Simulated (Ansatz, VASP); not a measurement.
# LaHg2 in VASP and in Ansatz

```
La Hg
1.0
     4.95800    0.00000    0.00000
    -2.47900    4.29375    0.00000
     0.00000    0.00000    3.64000
La Hg
1 2
Direct
  0.00000 0.00000 0.00000
  0.31333 0.65667 0.50000
  0.68667 0.34333 0.50000
```

Change from the starting cell: shortest bond scaled by 0.94, PAW files.

Alike in both runs: task electric field gradients; functional LDA; k mesh 7 × 7 × 8; occupations fermi-dirac, width 0.05 eV; no spin polarisation.

|  | VASP | Ansatz |
| --- | --- | --- |
| version | VASP 6.6.1 | Ansatz 0.2.0 |
| potentials or method | VASP PAW LDA potentials, release 64 (La, Hg) | PAW with Ansatz's default frozen-core files, scalar-relativistic |
| plane-wave cutoff (eV) | 520 | 420 |
| valence electrons in the cell | 35 | 51 |

|  | VASP | Ansatz | Ansatz less VASP |
| --- | --- | --- | --- |
| pressure (GPa) | -1.9 | -2.4 | -0.47 |
| traceless stress, the component that is largest in VASP (GPa) | 1.21 | 0.97 | -0.242 |
| rms of the force components (eV/Å) | 0.527 | 0.496 | -0.0317 |
| size of Vzz on the site where it differs most (V/Å²) | 311.9 | 272.0 | -39.98 |

LDA's correlation is that of Perdew and Zunger in VASP and of Perdew and Wang (1992) in Ansatz. Atom by atom the forces differ by 0.032 eV/Å (rms over components). VASP's potentials hold 35 valence electrons a cell and Ansatz's 51, so a difference there can come from the potentials and not from the codes.

Neither program's run includes spin-orbit coupling.
